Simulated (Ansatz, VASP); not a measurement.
## Two plane-wave programs on LiF

INCAR

```
ALGO = Normal ; EDIFF = 1E-6
ENCUT = 520 ; GGA = PE
ISIF = 2 ; ISMEAR = 0
LASPH = T ; LCHARG = F
LREAL = F ; LWAVE = F
NBANDS = 18 ; NELM = 80
PREC = Accurate ; SIGMA = 0.01
```

File KPOINTS:

```
k-points
0
Gamma
  9 9 4
```

POSCAR

```
LiF
1.0
    3.0608059337      0.0000000000      0.0000000000
   -1.5304029668      2.6507356947      0.0000000000
    0.0000000000      0.0000000000      4.8039568878
Li F
2 2
Direct
    0.3333333333      0.6666666667      0.3808966878
    0.6666666667      0.3333333333      0.8808966878
    0.3333333333      0.6666666667      0.9941013122
    0.6666666667      0.3333333333      0.4941013122
```

Input for Ansatz:

```yaml
crystal:
  lattice:
    - [3.0608059337, 0.0, 0.0]
    - [-1.5304029668, 2.6507356947, 0.0]
    - [0.0, 0.0, 4.8039568878]
  atoms:
    - { symbol: Li, position: [0.3333333333, 0.6666666667, 0.3808966878] }
    - { symbol: Li, position: [0.6666666667, 0.3333333333, 0.8808966878] }
    - { symbol: F, position: [0.3333333333, 0.6666666667, 0.9941013122] }
    - { symbol: F, position: [0.6666666667, 0.3333333333, 0.4941013122] }
kpoints:
  mp_grid: { grid: [9, 9, 4] }
hamiltonian:
  xc: pbe
scf:
  occupations: { method: fixed }
  n_extra_bands: 5
output:
  forces: true
  stress: true
  eigenvalues: true
```

Alike in both runs: task single point; functional PBE; k mesh 9 × 9 × 4; no spin polarisation.

|  | VASP | Ansatz |
| --- | --- | --- |
| version | VASP 6.6.1 | Ansatz 0.2.0 |
| potentials or method | VASP PAW PBE potentials, release 64 (Li_sv, F) | plane waves, PAW |
| plane-wave cutoff (eV) | 520 | 420 |
| occupations | gaussian, width 0.01 eV | fixed |
| valence electrons in the cell | 20 | 20 |

Ansatz gave:

- gap on the k mesh at the Fermi level (eV): 7.93
- rms of the force components (eV/Å): 0.006

Question: What did VASP give for the same quantities?

Answer: gap on the k mesh at the Fermi level (eV): 7.92; rms of the force components (eV/Å): 0.006.

Atom by atom the forces differ by 0.000 eV/Å (rms over components).

Noted on VASP's run: the cutoff is short for stress, so the pressure is rough.
